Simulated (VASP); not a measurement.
B:

```
B
1.0
     0.00000    5.47751    1.81009
     2.81012    0.00000    1.81009
     2.81012    5.47751    0.00000
B
6
Direct
  0.24317 0.24317 0.25683
  0.99317 0.99317 0.00683
  0.98702 0.51167 0.23342
  0.51167 0.98702 0.26789
  0.98211 0.01658 0.73833
  0.01658 0.98211 0.26298
```

```yaml
Program: VASP 6.6.1
Task: relaxation of cell and atoms
Functional: PBE
Potentials_or_basis: VASP PAW PBE potentials, release 64 (B)
Cutoff: 600 eV
k_mesh: 6 × 6 × 6
Occupations: gaussian, width 0.1 eV
Spin: no spin polarisation
```

At the start: pressure -2.6 GPa; volume 9.29 Å³/atom.

Problem. How do energy, volume and symmetry change on relaxing?

Solution. Over 42 steps the energy falls by 471.6 meV/atom and the volume is 7.92 Å³/atom (-14.7 %); space group Fddd (No. 70, to 0.05 Å).

The path:
| step | energy change (eV) | largest force (eV/Å) | pressure (GPa) | volume (Å³) |
| --- | --- | --- | --- | --- |
| 1 | 0.0000 | 1.2325 | -2.63 | 55.72 |
| 3 | -0.4530 | 0.7321 | 6.00 | 53.50 |
| 5 | -0.5666 | 0.5196 | -0.18 | 55.14 |
| 7 | -0.7504 | 0.5519 | -0.95 | 56.76 |
| 9 | -0.8123 | 0.2820 | 1.86 | 56.56 |
| 11 | -0.8932 | 0.4769 | -6.41 | 58.70 |
| 13 | -0.9883 | 0.5936 | -7.67 | 58.53 |
| 15 | -1.1699 | 0.9153 | -14.17 | 57.01 |
| 17 | -1.2248 | 0.8074 | -12.32 | 57.28 |
| 19 | -1.5622 | 1.2306 | -12.37 | 54.28 |
| 21 | -1.6743 | 1.4268 | -11.65 | 51.70 |
| 23 | -2.2566 | 1.2625 | 0.24 | 47.56 |
| 25 | -2.2785 | 1.3063 | 5.17 | 46.46 |
| 27 | -2.5566 | 0.5167 | 3.00 | 46.07 |
| 29 | -2.5911 | 0.4737 | 1.02 | 46.50 |
| 31 | -2.6631 | 0.3829 | -3.54 | 47.67 |
| 33 | -2.7959 | 0.3573 | 0.91 | 47.42 |
| 35 | -2.8174 | 0.2151 | -0.11 | 47.64 |
| 37 | -2.8265 | 0.0619 | -0.07 | 47.56 |
| 39 | -2.8277 | 0.0470 | 0.14 | 47.47 |
| 41 | -2.8287 | 0.0467 | -0.09 | 47.51 |
| 42 | -2.8298 | 0.0184 | 0.07 | 47.52 |

Final structure:
```
B
1.0
     0.00000    5.47129    2.11736
     2.05093    0.00000    2.11736
     2.05093    5.47129    0.00000
B
6
Cartesian
  1.0255 2.7356 1.0480
  2.0509 5.4713 4.2241
  1.0256 1.0084 1.0468
  1.0253 4.4628 1.0468
  2.0508 9.2154 2.1054
  2.0511 1.7272 2.1054
```
